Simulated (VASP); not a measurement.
# Cu (Fm-3m) in VASP: a series of runs

Aim: see how the results for Cu move with the level of theory and the settings. Levels: PBE+D4, PBE. Tasks: single point.

Everything below comes from runs of VASP 6.6.1. Logs are shortened: lines on timing, memory, paths and dates and some standing lists are left out, and cuts for length are marked.

### Step 1. The cell of the first run

Symmetry: Fm-3m, No. 225, cubic system. The conventional cell has a = 3.562 Å, b = 3.562 Å, c = 3.562 Å, α = 90.00°, β = 90.00°, γ = 90.00°. Within 3.3 Å of Cu (site symmetry m-3m) lie 12 Cu at 2.52 Å.

### Step 2. Single point, PBE+D4

The input, INCAR:

```
  PREC = Accurate
  ENCUT = 520
  EDIFF = 1E-7
  ISMEAR = 1
  SIGMA = 0.05
  LREAL = False
  LASPH = True
  NELM = 60
  ALGO = Fast
  ISIF = 2
  LWAVE = False
  LCHARG = False
  GGA = PE
  IVDW = 13
  NBANDS = 12
```

The input, KPOINTS:

```
Automatic mesh
0
Gamma
  13 13 13
```

The input, POSCAR:

```
Cu
1.0
    0.0000000000      1.7810879340      1.7810879340
    1.7810879340      0.0000000000      1.7810879340
    1.7810879340      1.7810879340      0.0000000000
Cu
1
Direct
    0.0000000000      0.0000000000      0.0000000000
```

Potentials or basis: VASP PAW PBE potentials, release 64 (Cu).

The run is started by

```sh
cat potpaw_PBE.64/Cu/POTCAR > POTCAR
mpirun -np 1 vasp_std > vasp.out
```

OUTCAR:

```text
PREC = Accurate
   ENCUT = 520
   EDIFF = 1E-7
   ISMEAR = 1
   LREAL = False
   LASPH = True
   NELM = 60
   ISIF = 2
   GGA = PE
   IVDW = 13

 ion  position               nearest neighbor table
   1  0.000  0.000  0.000-

  LATTYP: Found a face centered cubic cell.
 ALAT       =     3.5621758680

  Lattice vectors:

 A1 = (   0.0000000000,   1.7810879340,   1.7810879340)
 A2 = (   1.7810879340,   0.0000000000,   1.7810879340)
 A3 = (   1.7810879340,   1.7810879340,   0.0000000000)

Analysis of symmetry for initial positions (statically):
=====================================================================
 Subroutine PRICEL returns:
 Original cell was already a primitive cell.

 Routine SETGRP: Setting up the symmetry group for a
 face centered cubic supercell.

 Subroutine GETGRP returns: Found 48 space group operations
[... 9 lines left out ...]

 Routine SETGRP: Setting up the symmetry group for a
 face centered cubic supercell.

 Subroutine GETGRP returns: Found 48 space group operations
[... 11 lines left out ...]
                                     Primitive cell

  volume of cell :      11.3002

  direct lattice vectors                    reciprocal lattice vectors
     0.000000000  1.781087934  1.781087934    -0.280727296  0.280727296  0.280727296
     1.781087934  0.000000000  1.781087934     0.280727296 -0.280727296  0.280727296
     1.781087934  1.781087934  0.000000000     0.280727296  0.280727296 -0.280727296

  length of vectors
     2.518838712  2.518838712  2.518838712     0.486233940  0.486233940  0.486233940

  position of ions in fractional coordinates (direct lattice)
     0.000000000  0.000000000  0.000000000

  ion indices of the primitive-cell ions
   primitive index   ion index
                 1           1

----------------------------------------------------------------------------------------

 KPOINTS: Automatic mesh

Automatic generation of k-mesh.
 Grid dimensions read from file:
 generate k-points for:   13   13   13

 Generating k-lattice:

  Cartesian coordinates                     Fractional coordinates (reciprocal lattice)
    -0.021594407  0.021594407  0.021594407     0.076923077  0.000000000  0.000000000
     0.021594407 -0.021594407  0.021594407     0.000000000  0.076923077  0.000000000
     0.021594407  0.021594407 -0.021594407     0.000000000  0.000000000  0.076923077

  Length of vectors
     0.037402611  0.037402611  0.037402611

  Shift w.r.t. Gamma in fractional coordinates (k-lattice)
     0.000000000  0.000000000  0.000000000

 Subroutine IBZKPT returns following result:
 ===========================================

 Found     84 irreducible k-points:

 Following reciprocal coordinates:
            Coordinates               Weight
  0.000000  0.000000  0.000000      1.000000
  0.076923  0.000000  0.000000      8.000000
  0.153846  0.000000  0.000000      8.000000
  0.230769  0.000000  0.000000      8.000000
  0.307692  0.000000  0.000000      8.000000
  0.384615  0.000000  0.000000      8.000000
[... 16 lines left out ...]
  0.384615  0.153846  0.000000     24.000000
  0.461538  0.153846  0.000000     24.000000
 [... further k-points ...]
   k-points           NKPTS =     84   k-points in BZ     NKDIM =     84   number of bands    NBANDS=     12
   number of dos      NEDOS =    301   number of ions     NIONS =      1
   total plane-waves  NPLWV =   8000
   dimension x,y,z NGX =    20 NGY =   20 NGZ =   20
   dimension x,y,z NGXF=    40 NGYF=   40 NGZF=   40
   ions per type =               1
   NGX,Y,Z   is equivalent  to a cutoff of  13.20, 13.20, 13.20 a.u.
   NGXF,Y,Z  is equivalent  to a cutoff of  26.40, 26.40, 26.40 a.u.
 SYSTEM =  unknown system
   PREC   = accura    normal or accurate (medium, high low for compatibility)
   ISTART =      0    job   : 0-new  1-cont  2-samecut
   ICHARG =      2    charge: 1-file 2-atom 10-const
   ISPIN  =      1    spin polarized calculation?
   LNONCOLLINEAR =      F non collinear calculations
   LSORBIT =      F    spin-orbit coupling
   LASPH  =      T    aspherical Exc in radial PAW
   ENCUT  =  520.0 eV  38.22 Ry    6.18 a.u.   4.68  4.68  4.68*2*pi/ulx,y,z
   NELM   =     60;   NELMIN=  2; NELMDL= -5     # of ELM steps
   EDIFF  = 0.1E-06   stopping-criterion for ELM
   LREAL  =      F    real-space projection
   EDIFFG = 0.1E-05   stopping-criterion for IOM
   NSW    =      0    number of steps for IOM
   IBRION =     -1    ionic relax: 0-MD 1-quasi-New 2-CG
   NFREE  =      0    steps in history (QN), initial steepest desc. (CG)
   ISIF   =      2    stress and relaxation
   ISYM   =      2    0-nonsym 1-usesym 2-fastsym
   POTIM  = 0.5000    time-step for ionic-motion
   TEBEG  =    0.0;   TEEND  =   0.0 temperature during run
   PSTRESS=    0.0 pullay stress
   NELECT =      11.0000    total number of electrons
   NUPDOWN=      -1.0000    fix difference up-down
   EMIN   =  10.00;   EMAX   =-10.00  energy-range for DOS
   EFERMI =   0.00;   METHOD = LEGACY
   ISMEAR =     1;   SIGMA  =   0.05  broadening in eV -4-tet -1-fermi 0-gaus
   EFERMI_NEDOS =   21; number of points for ismear=-14 and -15
   IALGO  =     68    algorithm
   IMIX   =      4    mixing-type and parameters
     AMIX     =   0.40;   BMIX     =  1.00
     AMIX_MAG =   1.60;   BMIX_MAG =  1.00
  volume/ion in A,a.u.               =      11.30        76.26
  Fermi-wavevector in a.u.,A,eV,Ry     =   1.622471  3.066026 35.816156  2.632413
  Thomas-Fermi vector in A             =   2.716079
   LORBIT       =      0    0 simple, 1 ext, 2 COOP (PROOUT), +10 PAW based schemes
   GGA     = PE    functional components
   LHFCALC =     F    Hartree Fock is set to
   AEXX    =    0.0000 exact exchange contribution
   IVDW    =    13    specifies the selected vdW correction
   LEPSILON=     F    determine dielectric tensor
   LRPA    =     F    only Hartree local field effects (RPA)
 non-spin polarized calculation
 RMM-DIIS sequential band-by-band and
 Methfessel and Paxton  Order N= 1 SIGMA  =   0.05
  energy-cutoff  :      520.00
  volume of cell :       11.30
 maximum number of plane-waves:       316
   NGX =  9   NGY =  9   NGZ =  9

 number of electron      11.0000013 magnetization

 Free energy of the ion-electron system (eV)
  ---------------------------------------------------
  ext. energy  EPLUGINS =         0.00000000
  ---------------------------------------------------
  free energy    TOTEN  =        -3.70833941 eV

  energy without entropy =       -3.70820029  energy(sigma->0) =       -3.70829304

 E-fermi :   8.3661     XC(G=0): -12.9846

 val. band max:        8.3524236415   @ k =   0.4615   0.3077   0.0000
 cond. band min:       8.3777006649   @ k =  -0.3846   0.1538   0.0000
 fundamental gap:      0.0252770234
 Fermi energy:         8.3660944674

 k-point     1 :       0.0000    0.0000    0.0000
  band No.  band energies     occupation
      1      -1.5471      2.00000
      2       4.9753      2.00000
      3       4.9753      2.00000
      4       4.9753      2.00000
      5       5.8551      2.00000
      6       5.8551      2.00000
      7      31.0928      0.00000
      8      34.0835      0.00000
      9      34.0835      0.00000
     10      34.0835      0.00000
     11      36.6185      0.00000
     12      36.6185      0.00000

 k-point     2 :       0.0769    0.0000    0.0000
  band No.  band energies     occupation
      1      -1.3250      2.00000
      2       4.9267      2.00000
      3       5.0177      2.00000
      4       5.0177      2.00000
      5       5.8386      2.00000
      6       5.8386      2.00000
      7      29.7708      0.00000
      8      32.2080      0.00000
      9      33.4638      0.00000
     10      33.4638      0.00000
     11      37.5342      0.00000
     12      37.5343      0.00000

 k-point     3 :       0.1538    0.0000    0.0000
  band No.  band energies     occupation
      1      -0.6744      2.00000
      2       4.8081      2.00000
      3       5.1095      2.00000
      4       5.1095      2.00000
      5       5.8229      2.00000
      6       5.8229      2.00000
      7      25.9250      0.00000
      8      31.6796      0.00000
      9      32.5384      0.00000
     10      32.5384      0.00000
     11      38.4192      0.00000
     12      38.9138      0.00000

 k-point     4 :       0.2308    0.0000    0.0000
  band No.  band energies     occupation
      1       0.3420      2.00000
      2       4.7055      2.00000
      3       5.1484      2.00000
      4       5.1484      2.00000
      5       5.9013      2.00000
      6       5.9013      2.00000
      7      21.9303      0.00000
      8      31.1787      0.00000
      9      31.7983      0.00000
     10      31.7983      0.00000
     11      37.8420      0.00000
     12      37.8428      0.00000

 k-point     5 :       0.3077    0.0000    0.0000
  band No.  band energies     occupation
      1       1.5379      2.00000
      2       4.8139      2.00000
      3       5.0894      2.00000
      4       5.0894      2.00000
      5       6.0987      2.00000
      6       6.0987      2.00000
      7      18.2047      0.00000
      8      30.5271      0.00000
      9      31.2992      0.00000
     10      31.2992      0.00000
     11      36.0620      0.00000
     12      36.0620      0.00000

 k-point     6 :       0.3846    0.0000    0.0000
  band No.  band energies     occupation
      1       2.4494      2.00000
      2       5.0021      2.00000
      3       5.0021      2.00000
      4       5.5292      2.00000
      5       6.3123      2.00000
      6       6.3123      2.00000
      7      14.9205      0.00000
      8      29.9427      0.00000
      9      31.0249      0.00000
     10      31.0249      0.00000
     11      34.7015      0.00000
     12      34.7015      0.00000

 k-point     7 :       0.4615    0.0000    0.0000
  band No.  band energies     occupation
      1       2.7815      2.00000
      2       4.9457      2.00000
      3       4.9457      2.00000
      4       6.4450      2.00000
      5       6.4450      2.00000
      6       6.7444      2.00000
      7      12.5325      0.00000
      8      29.6081      0.00000
      9      30.9230      0.00000
     10      30.9230      0.00000
     11      33.9604      0.00000
     12      33.9604      0.00000

 k-point     8 :       0.0769    0.0769    0.0000
  band No.  band energies     occupation
      1      -1.2512      2.00000
      2       4.8847      2.00000
      3       5.0476      2.00000
      4       5.0476      2.00000
      5       5.7735      2.00000
      6       5.8880      2.00000
      7      30.2732      0.00000
      8      31.8702      0.00000
      9      31.8702      0.00000
     10      32.9433      0.00000
     11      38.0708      0.00000
     12      38.9315      0.00000
[... 166 lines left out ...]
 k-point    20 :       0.1538    0.1538    0.0000
  band No.  band energies     occupation
      1      -0.3892      2.00000
      2       4.6370      2.00000
      3       5.2585      2.00000
      4       5.2585      2.00000
      5       5.5648      2.00000
      6       5.9795      2.00000
      7      28.9162      0.00000
      8      28.9700      0.00000
      9      28.9700      0.00000
     10      30.8433      0.00000
     11      35.4145      0.00000
     12      41.2972      0.00000

 k-point    21 :       0.2308    0.1538    0.0000
  band No.  band energies     occupation
      1       0.3577      2.00000
      2       4.4813      2.00000
      3       5.2704      2.00000
      4       5.3796      2.00000
      5       5.6173      2.00000
      6       6.0568      2.00000
      7      25.1340      0.00000
      8      27.7722      0.00000
      9      29.0458      0.00000
     10      30.9137      0.00000
     11      33.9570      0.00000
     12      41.2452      0.00000

 k-point    22 :       0.3077    0.1538    0.0000
  band No.  band energies     occupation
      1       1.3986      2.00000
      2       4.3688      2.00000
      3       5.0841      2.00000
      4       5.4076      2.00000
      5       6.0124      2.00000
      6       6.2068      2.00000
      7      21.2377      0.00000
      8      26.9999      0.00000
      9      28.1804      0.00000
     10      30.0562      0.00000
     11      35.5820      0.00000
     12      40.4664      0.00000

 k-point    23 :       0.3846    0.1538    0.0000
  band No.  band energies     occupation
      1       2.4643      2.00000
      2       4.4130      2.00000
      3       4.9187      2.00000
      4       5.3486      2.00000
      5       6.3815      2.00000
      6       6.6812      2.00000
      7      17.6220      0.00000
      8      26.6899      0.00000
      9      26.8377      0.00000
     10      29.3273      0.00000
     11      38.4586      0.00000
     12      39.7856      0.00000

 k-point    24 :       0.4615    0.1538    0.0000
  band No.  band energies     occupation
      1       3.0841      2.00000
      2       4.5847      2.00000
      3       4.9809      2.00000
      4       5.2678      2.00000
      5       6.4804      2.00000
      6       7.8051      2.00000
      7      14.4600      0.00000
      8      25.4532      0.00000
      9      26.8805      0.00000
     10      29.1079      0.00000
     11      39.0798      0.00000
     12      39.1174      0.00000

 [... further k-points ...]

------------------------ aborting loop because EDIFF is reached ----------------------------------------

  DFT-D4 for vdW energy calculation

  Edisp (eV):   -0.58391

  FORCE on cell =-STRESS in cart. coord.  units (eV):
  Direction    XX          YY          ZZ          XY          YZ          ZX
  --------------------------------------------------------------------------------------
  -------------------------------------------------------------------------------------
  Total       0.15063     0.15063     0.15063     0.00000     0.00000     0.00000
  in kB      21.35736    21.35736    21.35736     0.00000     0.00000     0.00000
  external pressure =       21.36 kB  Pullay stress =        0.00 kB

 VOLUME and BASIS-vectors are now :
 -----------------------------------------------------------------------------
  energy-cutoff  :      520.00
  volume of cell :       11.30
      direct lattice vectors                 reciprocal lattice vectors
     0.000000000  1.781087934  1.781087934    -0.280727296  0.280727296  0.280727296
     1.781087934  0.000000000  1.781087934     0.280727296 -0.280727296  0.280727296
     1.781087934  1.781087934  0.000000000     0.280727296  0.280727296 -0.280727296

 POSITION                                       TOTAL-FORCE (eV/Angst)
 -----------------------------------------------------------------------------------
      0.00000      0.00000      0.00000        -0.000000     -0.000000     -0.000000
 -----------------------------------------------------------------------------------
    total drift:                                0.000000      0.000000      0.000000

  FREE ENERGIE OF THE ION-ELECTRON SYSTEM (eV)
  ---------------------------------------------------
  free  energy   TOTEN  =        -4.2922493684 eV

  energy  without entropy=       -4.2921102521  energy(sigma->0) =       -4.29220300
```

It took 6.6 s on 1 thread of Intel Xeon 6975P-C (Granite Rapids), shared host; peak memory 0.12 GiB.

Results:

```yaml
Free_energy: -4.2922 eV
Pressure: 2.1 GPa
Dispersion_energy_per_atom: -0.584 eV
```

Levels at points of the mesh, in eV from the Fermi level:
```tsv
k point	band 4	band 5	band 6	band 7	band 8	band 9
(0.00, 0.00, 0.00)	-3.39	-2.51	-2.51	22.73	25.72	25.72
```

Caveat: pairwise dispersion overbinds metals, which lowers pressure and volume.

### Step 3. Single point, PBE+D4

This run uses another cell than the first one, of 11.52 Å³/atom, 1.019 times its volume.

The input, INCAR:

```
ALGO = Normal
EDIFF = 1E-7
ENCUT = 520
GGA = PE
ISIF = 2
ISMEAR = 1
IVDW = 13
LASPH = True
LCHARG = False
LREAL = False
LWAVE = False
NBANDS = 12
NELM = 80
PREC = Accurate
SIGMA = 0.05
```

The input, KPOINTS:

```
k-points
0
Gamma
  13 13 13
```

The input, POSCAR:

```
Cu
1.0
    0.0000000000      1.7924327490      1.7924327490
    1.7924327490      0.0000000000      1.7924327490
    1.7924327490      1.7924327490      0.0000000000
Cu
1
Direct
    0.0000000000      0.0000000000      0.0000000000
```

Potentials or basis: VASP PAW PBE potentials, release 64 (Cu).

The run is started by

```sh
cat potpaw_PBE.64/Cu/POTCAR > POTCAR
mpirun -np 1 vasp_std > vasp.out
```

Run time: 5.4 s. Hardware: 1 thread of Intel Xeon 6975P-C (Granite Rapids), shared host; peak memory 0.13 GiB.

Results (log left out):

* Free energy: -4.2929 eV
* Pressure: -1.1 GPa
* Dispersion energy per atom: -0.574 eV

Levels at points of the mesh, in eV from the Fermi level:
| k point | band 2 | band 3 | band 4 | band 5 | band 6 | band 7 | band 8 | band 9 | band 10 | band 11 |
| --- | --- | --- | --- | --- | --- | --- | --- | --- | --- | --- |
| (0.00, 0.00, 0.00) | -3.32 | -3.32 | -3.32 | -2.47 | -2.47 | 22.58 | 25.42 | 25.42 | 25.42 | 27.93 |

Caveat: pairwise dispersion overbinds metals, which lowers pressure and volume.

### Step 4. Single point, PBE

This run uses another cell than the first one, of 11.81 Å³/atom, 1.045 times its volume.

The input, INCAR:

```
PREC = Accurate
ENCUT = 520
EDIFF = 1E-6
ISMEAR = 1
SIGMA = 0.1
LREAL = F
LASPH = T
NELM = 100
ALGO = Normal
ISIF = 2
LWAVE = F
LCHARG = T
GGA = PE
LELF = T
LVHAR = T
NBANDS = 12
```

The input, KPOINTS:

```
regular mesh
0
Gamma
  13 13 13
```

The input, POSCAR:

```
Cu
1.0
    0.0000000000      1.8075000000      1.8075000000
    1.8075000000      0.0000000000      1.8075000000
    1.8075000000      1.8075000000      0.0000000000
Cu
1
Direct
    0.0000000000      0.0000000000      0.0000000000
```

The run is started by

```sh
cat potpaw_PBE.64/Cu/POTCAR > POTCAR
mpirun -np 1 vasp_std > vasp.out
```

It took 4.8 s on 1 thread of Intel Xeon 6975P-C (Granite Rapids), shared host; peak memory 0.13 GiB.

The run converged. Its results:

| Quantity | Value |
| --- | --- |
| Free energy | -3.7270 eV |
| Pressure | 2.2 GPa |

Levels at points of the mesh, in eV from the Fermi level:
| k point | band 3 | band 4 | band 5 | band 6 | band 7 | band 8 | band 9 | band 10 |
| --- | --- | --- | --- | --- | --- | --- | --- | --- |
| (0.00, 0.00, 0.00) | -3.24 | -3.24 | -2.42 | -2.42 | 22.38 | 25.03 | 25.03 | 25.03 |

### Step 5. Overview

```tsv
level	cell	smearing	gap on the mesh (eV)	pressure (GPa)
PBE+D4	a = 2.519 Å, angles 60.0°, 1 atom	methfessel-paxton 0.05 eV	none	2.1
PBE+D4	a = 2.535 Å, angles 60.0°, 1 atom	methfessel-paxton 0.05 eV	none	-1.1
PBE	a = 2.556 Å, angles 60.0°, 1 atom	methfessel-paxton 0.1 eV	none	2.2
```

Alike in all rows: task single point; potentials or basis VASP PAW PBE potentials, release 64 (Cu); no spin polarisation; k mesh 13 × 13 × 13; cutoff (eV) 520.

Caveats: pairwise dispersion overbinds metals, which lowers pressure and volume (some runs).

Absolute energies hang on the potentials; compare differences alone.
